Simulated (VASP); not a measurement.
# Rh (P6_3/mmc) in VASP: further runs, part 3 of 3

VASP 6.6.1.

### 6 Single point, r2SCAN

This run uses another cell than the first one, of 13.58 Å³/atom.

POSCAR reads:

```
Rh
1.0
    2.6909492198      0.0000000000      0.0000000000
   -1.3454746099      2.3304303846      0.0000000000
    0.0000000000      0.0000000000      4.3298354365
Rh
2
Direct
    0.6666666667      0.3333333333      0.7500000000
    0.3333333333      0.6666666667      0.2500000000
```

INCAR.step1 reads:

```
  ALGO = Normal
  EDIFF = 1E-4
  ENCUT = 520
  GGA = PE
  ISMEAR = 0
  LASPH = True
  LCHARG = False
  LREAL = False
  LWAVE = True
  NBANDS = 22
  NELM = 80
  PREC = Accurate
  SIGMA = 0.1
```

INCAR.step2 reads:

```
  ALGO = Normal
  EDIFF = 1E-7
  ENCUT = 520
  ISIF = 2
  ISMEAR = 0
  ISTART = 1
  LASPH = True
  LCHARG = False
  LMIXTAU = True
  LREAL = False
  LWAVE = False
  METAGGA = R2SCAN
  NBANDS = 22
  NELM = 80
  PREC = Accurate
  SIGMA = 0.1
```

KPOINTS reads:

```
k-points
0
Gamma
  18 18 10
```

Potentials or basis: VASP PAW PBE potentials, release 64 (Rh_pv).

Run with:

```bash
$ cat potpaw_PBE.64/Rh_pv/POTCAR > POTCAR
$ cp INCAR.step1 INCAR
$ mpirun -np 1 vasp_std > vasp.out
$ cp INCAR.step2 INCAR
$ mpirun -np 1 vasp_std > vasp.out
```

OUTCAR:

```text
EDIFF = 1E-7
   ENCUT = 520
   ISIF = 2
   ISMEAR = 0
   ISTART = 1
   LASPH = True
   LREAL = False
   METAGGA = R2SCAN
   NELM = 80
   PREC = Accurate

 ion  position               nearest neighbor table
   1  0.667  0.333  0.750-   2 2.66   2 2.66   2 2.66   2 2.66   2 2.66   2 2.66
   2  0.333  0.667  0.250-   1 2.66   1 2.66   1 2.66   1 2.66   1 2.66   1 2.66

  LATTYP: Found a hexagonal cell.
 ALAT       =     2.6909492198
 C/A-ratio  =     1.6090364711

  Lattice vectors:

 A1 = (   2.6909492198,   0.0000000000,   0.0000000000)
 A2 = (  -1.3454746099,   2.3304303846,   0.0000000000)
 A3 = (   0.0000000000,   0.0000000000,   4.3298354365)

Analysis of symmetry for initial positions (statically):
=====================================================================
 Subroutine PRICEL returns:
 Original cell was already a primitive cell.

 Routine SETGRP: Setting up the symmetry group for a
 hexagonal supercell.

 Subroutine GETGRP returns: Found 24 space group operations
 (whereof 12 operations were pure point group operations)
 out of a pool of 24 trial point group operations.

The static configuration has the point symmetry D_3d.
 The point group associated with its full space group is D_6h.

Analysis of symmetry for dynamics (positions and initial velocities):
=====================================================================
 Subroutine PRICEL returns:
 Original cell was already a primitive cell.

 Routine SETGRP: Setting up the symmetry group for a
 hexagonal supercell.

 Subroutine GETGRP returns: Found 24 space group operations
 (whereof 12 operations were pure point group operations)
 out of a pool of 24 trial point group operations.

The dynamic configuration has the point symmetry D_3d.
 The point group associated with its full space group is D_6h.

 Subroutine INISYM returns: Found 24 space group operations
 (whereof 12 operations are pure point group operations),
 and found     1 'primitive' translations

[... 110 lines left out ...]
   EFERMI_NEDOS =   21; number of points for ismear=-14 and -15
   IALGO  =     38    algorithm
   IMIX   =      4    mixing-type and parameters
     AMIX     =   0.40;   BMIX     =  1.00
     AMIX_MAG =   1.60;   BMIX_MAG =  1.00
  volume/ion in A,a.u.               =      13.58        91.62
  Fermi-wavevector in a.u.,A,eV,Ry     =   1.692431  3.198230 38.971464  2.864322
  Thomas-Fermi vector in A             =   2.774018
   LORBIT       =      0    0 simple, 1 ext, 2 COOP (PROOUT), +10 PAW based schemes
   METAGGA = R2SCAN    functional components
   LHFCALC =     F    Hartree Fock is set to
   AEXX    =    0.0000 exact exchange contribution
   IVDW    =     0    specifies the selected vdW correction
   LEPSILON=     F    determine dielectric tensor
   LRPA    =     F    only Hartree local field effects (RPA)
 non-spin polarized calculation
 Gauss-broadening in eV      SIGMA  =   0.10
  energy-cutoff  :      520.00
  volume of cell :       27.15
 maximum number of plane-waves:       756
 NGX is ok and might be reduce to    20
   NGX =  9   NGY =  9   NGZ = 17

 number of electron      30.0000004 magnetization

 Free energy of the ion-electron system (eV)
  ---------------------------------------------------
  ext. energy  EPLUGINS =         0.00000000
  ---------------------------------------------------
  free energy    TOTEN  =       -48.18377495 eV

  energy without entropy =      -48.16843849  energy(sigma->0) =      -48.17610672

 E-fermi :  12.0829     XC(G=0): -15.3029

 val. band max:       12.0802262696   @ k =   0.3333   0.3333   0.1000
 cond. band min:      12.0888138845   @ k =   0.0556  -0.0000   0.3000
 fundamental gap:      0.0085876149
 Fermi energy:        12.0829365295

 k-point     1 :       0.0000    0.0000    0.0000
  band No.  band energies     occupation
      1     -36.6874      2.00000
      2     -35.9425      2.00000
      3     -35.9425      2.00000
      4     -35.8353      2.00000
      5     -35.8191      2.00000
      6     -35.8191      2.00000
[... 589 lines left out ...]
     21      24.6479      0.00000
     22      27.6188      0.00000

 [... further k-points ...]

------------------------ aborting loop because EDIFF is reached ----------------------------------------

  FORCE on cell =-STRESS in cart. coord.  units (eV):
  Direction    XX          YY          ZZ          XY          YZ          ZX
  --------------------------------------------------------------------------------------
  -------------------------------------------------------------------------------------
  Total        0.8884295      0.8884295      0.9024760      0.0000000      0.0000000      0.0000000
  in kB       52.4228362     52.4228362     53.2516660      0.0000000      0.0000000      0.0000000
  external PRESSURE =      52.6991128 kB  Pullay stress =       0.0000000 kB

 VOLUME and BASIS-vectors are now :
 -----------------------------------------------------------------------------
  energy-cutoff  :      520.00
  volume of cell :       27.15
      direct lattice vectors                 reciprocal lattice vectors
     2.690949220  0.000000000  0.000000000     0.371616080  0.214552644  0.000000000
    -1.345474610  2.330430385  0.000000000     0.000000000  0.429105287  0.000000000
     0.000000000  0.000000000  4.329835436     0.000000000  0.000000000  0.230955660

 POSITION                                       TOTAL-FORCE (eV/Angst)
 -----------------------------------------------------------------------------------
      1.34547      0.77681      3.24738        -0.000000      0.000000      0.000000
     -0.00000      1.55362      1.08246         0.000000      0.000000      0.000000
 -----------------------------------------------------------------------------------
    total drift:                               -0.000000      0.000000     -0.000000

  FREE ENERGIE OF THE ION-ELECTRON SYSTEM (eV)
  ---------------------------------------------------
  free  energy   TOTEN  =       -48.1837749472 eV

  energy  without entropy=      -48.1684384928  energy(sigma->0) =      -48.17610672
```

OUTCAR.step1:

```text
EDIFF = 1E-4
   ENCUT = 520
   GGA = PE
   ISMEAR = 0
   LASPH = True
[... 824 lines left out ...]
 -----------------------------------------------------------------------------------
      1.34547      0.77681      3.24738         0.000000      0.000000      0.000000
     -0.00000      1.55362      1.08246        -0.000000     -0.000000      0.000000
 -----------------------------------------------------------------------------------
    total drift:                               -0.000000      0.000000     -0.000000

  FREE ENERGIE OF THE ION-ELECTRON SYSTEM (eV)
  ---------------------------------------------------
  free  energy   TOTEN  =       -14.4167368080 eV

  energy  without entropy=      -14.4009836636  energy(sigma->0) =      -14.40886024
```

Run time: 5.9 min. Hardware: 1 thread of Intel Xeon Platinum 8259CL at 2.50GHz (Skylake/Cascade Lake), shared host; peak memory 0.22 GiB.

Results:

```
Free energy            : -48.1838 eV
Pressure               : 5.3 GPa
Band gap on the k mesh : zero (bands 15 and 16 overlap by 2.54 eV)
```

Stress tensor (GPa, compression positive):
```
5.24 0.00 0.00
0.00 5.24 0.00
0.00 0.00 5.33
```

Caveat: the cell stands under pressure; the PAW data sets were made with another functional, which shifts forces and pressure a little.

### 7 The runs side by side

| cell | gap on the mesh (eV) | pressure (GPa) |
| --- | --- | --- |
| a = 2.529, b = 2.529, c = 4.086 Å, angles 90.0, 90.0, 120.0°, 2 atoms | none | 92.9 |
| a = 2.587, b = 2.587, c = 4.175 Å, angles 90.0, 90.0, 120.0°, 2 atoms | none | 52.2 |
| a = 2.636, b = 2.636, c = 4.248 Å, angles 90.0, 90.0, 120.0°, 2 atoms | none | 26.7 |
| a = 2.668, b = 2.668, c = 4.295 Å, angles 90.0, 90.0, 120.0°, 2 atoms | none | 13.5 |
| a = 2.691, b = 2.691, c = 4.330 Å, angles 90.0, 90.0, 120.0°, 2 atoms | none | 5.3 |

Alike in all rows: task single point; level r2SCAN; potentials or basis VASP PAW PBE potentials, release 64 (Rh_pv); no spin polarisation; k mesh 18 × 18 × 10; cutoff (eV) 520; smearing gaussian 0.1 eV.

Caveats: the cell stands under pressure; the PAW data sets were made with another functional, which shifts forces and pressure a little.

Absolute energies hang on the potentials; compare differences alone.
